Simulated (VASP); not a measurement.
Here is a VASP 6.6.1 calculation.

Contents of INCAR:

```
PREC = Accurate
ENCUT = 520
EDIFF = 1E-7
ISMEAR = 0
SIGMA = 0.1
LREAL = F
LASPH = T
NELM = 100
ALGO = Normal
ISIF = 2
LWAVE = F
LCHARG = F
GGA = PE
NBANDS = 18
```

KPOINTS

```
regular mesh
0
Gamma
  8 8 8
```

File POSCAR:

```
CoSbH4
1.0
    2.4802423263     -2.8461683579      0.0000000000
    2.4802423263      2.8461683579      0.0000000000
    0.0000000000      0.0000000000      4.6766520827
Co Sb H
1 1 4
Direct
    0.5000000000      0.5000000000      0.5000000000
    0.0000000000      0.0000000000      0.5000000000
    0.3294644415      0.6705355585      0.7574562680
    0.6705355585      0.3294644415      0.7574562680
    0.3294644415      0.6705355585      0.2425437320
    0.6705355585      0.3294644415      0.2425437320
```

Potentials or basis: VASP PAW PBE potentials, release 64 (Co, Sb, H).

Run with:

```console
$ cat potpaw_PBE.64/Co/POTCAR potpaw_PBE.64/Sb/POTCAR potpaw_PBE.64/H/POTCAR > POTCAR
$ mpirun -np 1 vasp_std > vasp.out
```

(1) Predict the largest force.

(2) Estimate the pressure.

(3) Predict the band gap on the k mesh.

Results:

(1) 0.008 eV/Å.

(2) -0.4 GPa.

(3) zero (bands 9 and 10 overlap by 0.92 eV).

Caveat: spin-orbit coupling is left out, which moves the levels of the heavy elements; the run has no spin polarisation, though such a crystal can be magnetic.
